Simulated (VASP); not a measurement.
Runs of VASP 6.6.1 on InO. The structure is that of space group P-6m2 (No. 187), or close to it. The cells are those of the table. 

```csv
cell,gap on the mesh (eV),largest force (eV/Å)
"a = 3.164, b = 3.164, c = 18.912 Å, angles 90.0, 90.0, 120.0°, 4 atoms",none,(a)
"a = 3.501, b = 3.501, c = 15.451 Å, angles 90.0, 90.0, 120.0°, 4 atoms",0.80,0.64
"a = 3.720, b = 3.720, c = 13.682 Å, angles 90.0, 90.0, 120.0°, 4 atoms",(c),3.78
"a = 3.398, b = 3.398, c = 16.402 Å, angles 90.0, 90.0, 120.0°, 4 atoms",(b),0.30
```

Alike in all rows: task single point; level r2SCAN; potentials or basis VASP PAW PBE potentials, release 64 (In_d, O); no spin polarisation; k mesh 12 × 12 × 2; cutoff (eV) 520; smearing gaussian 0.05 eV.

**Question.** Estimate the missing entries.

**Answer.** (a) 1.18; (b) 0.55; (c) 0.50.

Caveats: the PAW data sets were made with another functional, which shifts forces and pressure a little; spin-orbit coupling is left out, which moves the levels of the heavy elements.

A k mesh can miss the band edges, and the runs leave out spin-orbit coupling on In.

A gap of «none» marks levels without a gap at the run's occupations.
